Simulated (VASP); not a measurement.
# LiTi12O24 (a cell with a defect) in VASP: notebook

LiTi12O24 (a cell with a defect) is run at these levels: PBE; tasks: single point.

Program: VASP 6.6.1. These are calculated values, not measurements. Logs are shortened: lines on timing, memory, paths and dates and some standing lists are left out, and cuts for length are marked.

### 1 The cell of the first run

The cell holds a defect, 37 atoms: a = 6.567 Å, b = 6.567 Å, c = 8.892 Å, α = 90.00°, β = 90.00°, γ = 90.00°.

### 2 Single point, PBE

INCAR

```
  PREC = Accurate
  ENCUT = 520
  EDIFF = 1E-6
  ISMEAR = 0
  SIGMA = 0.02
  LREAL = Auto
  LASPH = True
  NELM = 80
  ALGO = Normal
  ISIF = 2
  LWAVE = False
  LCHARG = True
  GGA = PE
  LELF = True
  LVHAR = True
  NBANDS = 170
  NELECT = 290.0
```

KPOINTS

```
Automatic mesh
0
Gamma
  2 2 2
  0.5 0.5 0.5
```

POSCAR

```
LiTi12O24
1.0
   -4.6433174325     -4.6433174325      0.0000000000
   -4.6433174325      4.6433174325      0.0000000000
    0.0000000000      0.0000000000     -8.8916049598
Ti O Li
12 24 1
Direct
    0.0017858999      0.5178744583      0.3285350635
   -0.0166081689      0.4877921945     -0.0011102608
    0.0192008195      0.5110463660      0.6586346364
    0.4982011318     -0.0178755817      0.3285332640
    0.5166069378      0.0122089435     -0.0011113854
    0.4807983801     -0.0110450127      0.6586332868
    0.5156269273      0.4802830158      0.5028592723
    0.4895312528      0.4928601228      0.1711676359
    0.4825881565      0.5297720941      0.8400415936
   -0.0156351576      0.0197167222      0.5028592723
    0.0104604091      0.0071390769      0.1711678608
    0.0174123353     -0.0297703101      0.8400411437
    0.8081501113      0.5021725380      0.5010513873
    0.8055680135      0.4995286309      0.1671794920
    0.8043517494      0.5109778805      0.8332599158
    0.3015969768      0.0032536005      0.4979065107
    0.3047679855      0.0062796697      0.1665538456
    0.3057678095     -0.0036189643      0.8341012712
   -0.0083436036      0.1977471955      0.6705475588
   -0.0038662013      0.1961104347      0.3338209483
   -0.0071509218      0.1924184622      0.9942501989
    0.4935223648      0.6939923981      0.6631113310
    0.4996327591      0.6924864704      0.3323901605
    0.4955152288      0.6981694763      1.0054625729
    0.0003624564      0.8075138206      0.3323901605
    0.0044817095      0.8018316762      0.0054624559
    0.0064747889      0.8060085390      0.6631113310
    0.5038620628      0.3038899495      0.3338210608
    0.5071477525      0.3075826757     -0.0057500305
    0.5083408650      0.3022535117      0.6705473339
    0.1983992078      0.4967471067      0.4979065107
    0.1952275530      0.4937210375      0.1665542955
    0.1942304211      0.5036202099      0.8341009338
    0.6918459801     -0.0021718308      0.5010513873
    0.6944280780      0.0004722916      0.1671800543
    0.6956457419     -0.0109768502      0.8332599158
    0.7499985841      0.2500004613      0.7784050271
```

Potentials or basis: VASP PAW PBE potentials, release 64 (Ti_sv, O, Li_sv).

Started as:

```sh
> cat potpaw_PBE.64/Ti_sv/POTCAR potpaw_PBE.64/O/POTCAR potpaw_PBE.64/Li_sv/POTCAR > POTCAR
> mpirun -np 1 vasp_std > vasp.out
```

OUTCAR:

```text
PREC = Accurate
   ENCUT = 520
   EDIFF = 1E-6
   ISMEAR = 0
   LREAL = Auto
   LASPH = True
   NELM = 80
   ISIF = 2
   GGA = PE
   NELECT = 290.0

 ion  position               nearest neighbor table
   1  0.002  0.518  0.329-  25 1.90  32 1.93  14 1.93  31 1.99  13 2.00  20 2.11
   2  0.983  0.488  0.999-  15 1.89  14 1.90  21 1.94  33 2.02  32 2.04  26 2.07
   3  0.019  0.511  0.659-  31 1.85  33 1.94  27 1.94  13 1.97  19 2.07  15 2.10  37 2.68
   4  0.498  0.982  0.329-  23 1.90  17 1.93  35 1.93  16 1.99  34 2.00  28 2.11
   5  0.517  0.012  0.999-  36 1.89  35 1.90  29 1.94  18 2.02  17 2.04  24 2.07
   6  0.481  0.989  0.659-  16 1.85  18 1.94  22 1.94  34 1.97  30 2.07  36 2.10  37 2.68
   7  0.516  0.480  0.503-  30 1.90  28 1.90  13 1.93  22 2.01  23 2.06  31 2.09
   8  0.490  0.493  0.171-  28 1.91  32 1.93  23 1.94  29 1.99  24 2.00  14 2.08
   9  0.483  0.530  0.840-  24 1.84  33 1.90  22 1.91  29 2.01  15 2.12  30 2.13  37 2.60
  10  0.984  0.020  0.503-  19 1.90  20 1.90  34 1.93  27 2.01  25 2.06  16 2.09
  11  0.010  0.007  0.171-  20 1.91  17 1.93  25 1.94  21 1.99  26 2.00  35 2.08
  12  0.017  0.970  0.840-  26 1.84  18 1.90  27 1.91  21 2.01  36 2.12  19 2.13  37 2.60
  13  0.808  0.502  0.501-   7 1.93   3 1.97   1 2.00
  14  0.806  0.500  0.167-   2 1.90   1 1.93   8 2.08
  15  0.804  0.511  0.833-  37 1.82   2 1.89   3 2.10   9 2.12
  16  0.302  0.003  0.498-   6 1.85   4 1.99  10 2.09
  17  0.305  0.006  0.167-   4 1.93  11 1.93   5 2.04
  18  0.306  0.996  0.834-  12 1.90   6 1.94   5 2.02
  19  0.992  0.198  0.671-  37 1.89  10 1.90   3 2.07  12 2.13
  20  0.996  0.196  0.334-  10 1.90  11 1.91   1 2.11
  21  0.993  0.192  0.994-   2 1.94  11 1.99  12 2.01
  22  0.494  0.694  0.663-   9 1.91   6 1.94   7 2.01
  23  0.500  0.692  0.332-   4 1.90   8 1.94   7 2.06
  24  0.496  0.698  0.005-   9 1.84   8 2.00   5 2.07
  25  0.000  0.808  0.332-   1 1.90  11 1.94  10 2.06
  26  0.004  0.802  0.005-  12 1.84  11 2.00   2 2.07
  27  0.006  0.806  0.663-  12 1.91   3 1.94  10 2.01
  28  0.504  0.304  0.334-   7 1.90   8 1.91   4 2.11
  29  0.507  0.308  0.994-   5 1.94   8 1.99   9 2.01
  30  0.508  0.302  0.671-  37 1.89   7 1.90   6 2.07   9 2.13
  31  0.198  0.497  0.498-   3 1.85   1 1.99   7 2.09
  32  0.195  0.494  0.167-   1 1.93   8 1.93   2 2.04
  33  0.194  0.504  0.834-   9 1.90   3 1.94   2 2.02
  34  0.692  0.998  0.501-  10 1.93   6 1.97   4 2.00
  35  0.694  0.000  0.167-   5 1.90   4 1.93  11 2.08
  36  0.696  0.989  0.833-  37 1.82   5 1.89   6 2.10  12 2.12
  37  0.750  0.250  0.778-  36 1.82  15 1.82  19 1.89  30 1.89   9 2.60  12 2.60   6 2.68   3 2.68

  LATTYP: Found a simple tetragonal cell.
 ALAT       =     6.5666424874
 C/A-ratio  =     1.3540565025

  Lattice vectors:

 A1 = (  -4.6433174325,  -4.6433174325,   0.0000000000)
 A2 = (  -4.6433174325,   4.6433174325,   0.0000000000)
 A3 = (   0.0000000000,   0.0000000000,  -8.8916049598)

Analysis of symmetry for initial positions (statically):
=====================================================================
 Subroutine PRICEL returns:
 Original cell was already a primitive cell.

 Routine SETGRP: Setting up the symmetry group for a
 simple tetragonal supercell.

 Subroutine GETGRP returns: Found  1 space group operations
 (whereof  1 operations were pure point group operations)
 out of a pool of 16 trial point group operations.

The static configuration has the point symmetry C_1 .

Analysis of symmetry for dynamics (positions and initial velocities):
=====================================================================
 Subroutine PRICEL returns:
 Original cell was already a primitive cell.

 Routine SETGRP: Setting up the symmetry group for a
 simple tetragonal supercell.

 Subroutine GETGRP returns: Found  1 space group operations
 (whereof  1 operations were pure point group operations)
 out of a pool of 16 trial point group operations.

The dynamic configuration has the point symmetry C_1 .

 Subroutine INISYM returns: Found  1 space group operations
 (whereof  1 operations are pure point group operations),
 and found     1 'primitive' translations

----------------------------------------------------------------------------------------

                                     Primitive cell

  volume of cell :     383.4131

  direct lattice vectors                    reciprocal lattice vectors
    -4.643317432 -4.643317432  0.000000000    -0.107681632 -0.107681632  0.000000000
    -4.643317432  4.643317432  0.000000000    -0.107681632  0.107681632  0.000000000
     0.000000000  0.000000000 -8.891604960     0.000000000  0.000000000 -0.112465635

  length of vectors
     6.566642487  6.566642487  8.891604960     0.152284825  0.152284825  0.112465635

  position of ions in fractional coordinates (direct lattice)
     0.001785900  0.517874458  0.328535063
     0.983391831  0.487792195  0.998889739
     0.019200819  0.511046366  0.658634636
     0.498201132  0.982124418  0.328533264
     0.516606938  0.012208943  0.998888615
     0.480798380  0.988954987  0.658633287
[... 29 lines left out ...]
     0.695645742  0.989023150  0.833259916
     0.749998584  0.250000461  0.778405027

  ion indices of the primitive-cell ions
   primitive index   ion index
                 1           1
                 2           2
                 3           3
                 4           4
                 5           5
                 6           6
[... 29 lines left out ...]
                36          36
                37          37

----------------------------------------------------------------------------------------

 KPOINTS: Automatic mesh

Automatic generation of k-mesh.
 Grid dimensions read from file:
 generate k-points for:    2    2    2

 Generating k-lattice:

  Cartesian coordinates                     Fractional coordinates (reciprocal lattice)
    -0.053840816 -0.053840816  0.000000000     0.500000000  0.000000000  0.000000000
    -0.053840816  0.053840816  0.000000000     0.000000000  0.500000000  0.000000000
     0.000000000  0.000000000 -0.056232818     0.000000000  0.000000000  0.500000000

  Length of vectors
     0.076142412  0.076142412  0.056232818

  Shift w.r.t. Gamma in fractional coordinates (k-lattice)
     0.500000000  0.500000000  0.500000000

 Subroutine IBZKPT returns following result:
 ===========================================

 Found      4 irreducible k-points:

 Following reciprocal coordinates:
            Coordinates               Weight
  0.250000  0.250000  0.250000      2.000000
 -0.250000  0.250000  0.250000      2.000000
 -0.250000 -0.250000  0.250000      2.000000
  0.250000 -0.250000  0.250000      2.000000
   k-points           NKPTS =      4   k-points in BZ     NKDIM =      4   number of bands    NBANDS=    170
   number of dos      NEDOS =    301   number of ions     NIONS =     37
   total plane-waves  NPLWV = 175000
   dimension x,y,z NGX =    50 NGY =   50 NGZ =   70
   dimension x,y,z NGXF=   100 NGYF=  100 NGZF=  140
   ions per type =              12  24   1
   NGX,Y,Z   is equivalent  to a cutoff of  12.66, 12.66, 13.09 a.u.
   NGXF,Y,Z  is equivalent  to a cutoff of  25.32, 25.32, 26.18 a.u.
 SYSTEM =  unknown system
   PREC   = accura    normal or accurate (medium, high low for compatibility)
   ISTART =      0    job   : 0-new  1-cont  2-samecut
   ICHARG =      2    charge: 1-file 2-atom 10-const
   ISPIN  =      1    spin polarized calculation?
   LNONCOLLINEAR =      F non collinear calculations
   LSORBIT =      F    spin-orbit coupling
   LASPH  =      T    aspherical Exc in radial PAW
   ENCUT  =  520.0 eV  38.22 Ry    6.18 a.u.  12.21 12.21 16.53*2*pi/ulx,y,z
   NELM   =     80;   NELMIN=  2; NELMDL= -5     # of ELM steps
   EDIFF  = 0.1E-05   stopping-criterion for ELM
   LREAL  =      T    real-space projection
   EDIFFG = 0.1E-04   stopping-criterion for IOM
   NSW    =      0    number of steps for IOM
[... 5 lines left out ...]
   TEBEG  =    0.0;   TEEND  =   0.0 temperature during run
   PSTRESS=    0.0 pullay stress
   NELECT =     290.0000    total number of electrons
   NUPDOWN=      -1.0000    fix difference up-down
   EMIN   =  10.00;   EMAX   =-10.00  energy-range for DOS
   EFERMI =   0.00;   METHOD = LEGACY
   ISMEAR =     0;   SIGMA  =   0.02  broadening in eV -4-tet -1-fermi 0-gaus
   EFERMI_NEDOS =   21; number of points for ismear=-14 and -15
   IALGO  =     38    algorithm
   IMIX   =      4    mixing-type and parameters
     AMIX     =   0.40;   BMIX     =  1.00
     AMIX_MAG =   1.60;   BMIX_MAG =  1.00
  volume/ion in A,a.u.               =      10.36        69.93
  Fermi-wavevector in a.u.,A,eV,Ry     =   1.491598  2.818712 30.271130  2.224865
  Thomas-Fermi vector in A             =   2.604233
   LORBIT       =      0    0 simple, 1 ext, 2 COOP (PROOUT), +10 PAW based schemes
   GGA     = PE    functional components
   LHFCALC =     F    Hartree Fock is set to
   AEXX    =    0.0000 exact exchange contribution
   IVDW    =     0    specifies the selected vdW correction
   LEPSILON=     F    determine dielectric tensor
   LRPA    =     F    only Hartree local field effects (RPA)
 non-spin polarized calculation
 Gauss-broadening in eV      SIGMA  =   0.02
  energy-cutoff  :      520.00
  volume of cell :      383.41
 maximum number of plane-waves:     10322
 NGX is ok and might be reduce to    50
   NGX = 25   NGY = 25   NGZ = 33

 number of electron     289.9999988 magnetization

 Free energy of the ion-electron system (eV)
  ---------------------------------------------------
  ext. energy  EPLUGINS =         0.00000000
  ---------------------------------------------------
  free energy    TOTEN  =      -332.13203687 eV

  energy without entropy =     -332.13203687  energy(sigma->0) =     -332.13203687

 E-fermi :   4.5531     XC(G=0): -11.3234

 val. band max:        4.4235862436   @ k =  -0.2500   0.2500   0.2500
 cond. band min:       6.9410879338   @ k =  -0.2500  -0.2500   0.2500
 fundamental gap:      2.5175016902
 Fermi energy:         4.5531295258

 k-point     1 :       0.2500    0.2500    0.2500
  band No.  band energies     occupation
      1     -52.1655      2.00000
      2     -52.1647      2.00000
      3     -52.1405      2.00000
      4     -52.1402      2.00000
      5     -52.1298      2.00000
      6     -52.1295      2.00000
[... 149 lines left out ...]
    156       7.4274      0.00000
    157       7.4839      0.00000
[... 478 lines left out ...]
    156       7.4392      0.00000
    157       7.4802      0.00000
 [bands above 157 left out]

------------------------ aborting loop because EDIFF is reached ----------------------------------------

  FORCE on cell =-STRESS in cart. coord.  units (eV):
  Direction    XX          YY          ZZ          XY          YZ          ZX
  --------------------------------------------------------------------------------------
  -------------------------------------------------------------------------------------
  Total       -0.6107990     -3.1218594     -1.8006761     -0.4557665      0.0009746      0.0006960
  in kB       -2.5523602    -13.0453885     -7.5245285     -1.9045223      0.0040728      0.0029082
  external PRESSURE =      -7.7074257 kB  Pullay stress =       0.0000000 kB

 VOLUME and BASIS-vectors are now :
 -----------------------------------------------------------------------------
  energy-cutoff  :      520.00
  volume of cell :      383.41
      direct lattice vectors                 reciprocal lattice vectors
    -4.643317432 -4.643317432  0.000000000    -0.107681632 -0.107681632  0.000000000
    -4.643317432  4.643317432  0.000000000    -0.107681632  0.107681632  0.000000000
     0.000000000  0.000000000 -8.891604960     0.000000000  0.000000000 -0.112465635

 POSITION                                       TOTAL-FORCE (eV/Angst)
 -----------------------------------------------------------------------------------
     -2.41295      2.39636     -2.92120         0.031171     -0.010147     -0.020641
     -6.83117     -2.30123     -8.88173        -0.051499     -0.006826      0.001853
     -2.46211      2.28380     -5.85632         0.026807      0.001268     -0.023641
     -6.87362      2.24701     -2.92119        -0.031194      0.010409     -0.019341
     -2.45546     -2.34208     -8.88172         0.051491      0.006719      0.001801
     -6.82453      2.35953     -5.85631        -0.026703     -0.001366     -0.023744
[... 29 lines left out ...]
     -7.82245      1.36224     -7.40902        -0.008629     -0.041852      0.031003
     -4.64331     -2.32165     -6.92127        -0.000036     -0.000008      0.035154
 -----------------------------------------------------------------------------------
    total drift:                                0.000555      0.000515      0.005358

  FREE ENERGIE OF THE ION-ELECTRON SYSTEM (eV)
  ---------------------------------------------------
  free  energy   TOTEN  =      -332.1320368736 eV

  energy  without entropy=     -332.1320368736  energy(sigma->0) =     -332.13203687
```

Wall time 8.9 min (1 thread of Intel Xeon Platinum 8375C at 2.90GHz (Ice Lake), shared host); peak memory 0.5 GiB.

What came out:

| Quantity | Value |
| --- | --- |
| Free energy | -332.1320 eV |
| Largest force | 0.089 eV/Å |

Forces on the atoms (eV/Å):
```
Ti   0.031 -0.010 -0.021
Ti  -0.051 -0.007  0.002
Ti   0.027  0.001 -0.024
Ti  -0.031  0.010 -0.019
Ti   0.051  0.007  0.002
Ti  -0.027 -0.001 -0.024
Ti  -0.017  0.036 -0.004
Ti  -0.023 -0.003  0.024
Ti   0.007 -0.087  0.017
Ti   0.017 -0.036 -0.004
Ti   0.023  0.003  0.024
Ti  -0.007  0.087  0.017
O    0.007  0.000 -0.007
O    0.047  0.040 -0.013
O    0.009  0.042  0.031
O    0.037  0.041  0.037
O    0.001  0.000  0.011
O   -0.009 -0.002 -0.020
O   -0.035  0.004 -0.024
O   -0.054  0.050  0.003
O    0.000 -0.008  0.005
O   -0.008  0.013  0.027
O   -0.001 -0.008 -0.019
O   -0.050  0.044 -0.043
O    0.001  0.008 -0.019
O    0.050 -0.044 -0.043
O    0.008 -0.013  0.027
O    0.054 -0.050  0.003
O    0.000  0.008  0.005
O    0.035 -0.004 -0.024
O   -0.036 -0.040  0.036
O   -0.001  0.000  0.011
O    0.009  0.002 -0.020
O   -0.007  0.001 -0.007
O   -0.047 -0.040 -0.013
O   -0.009 -0.042  0.031
Li   0.000  0.000  0.035
```

Caveat: the cell carries a net charge on a neutralising background, which shifts energy and pressure; the cell is charged against a uniform background, so pressure and absolute levels hang on convention; the cutoff is under 1.25 times the usual one of these potentials, so pressure, stress and relaxed cells hold a basis-set (Pulay) error.

(Continued in part 2 of 3.)
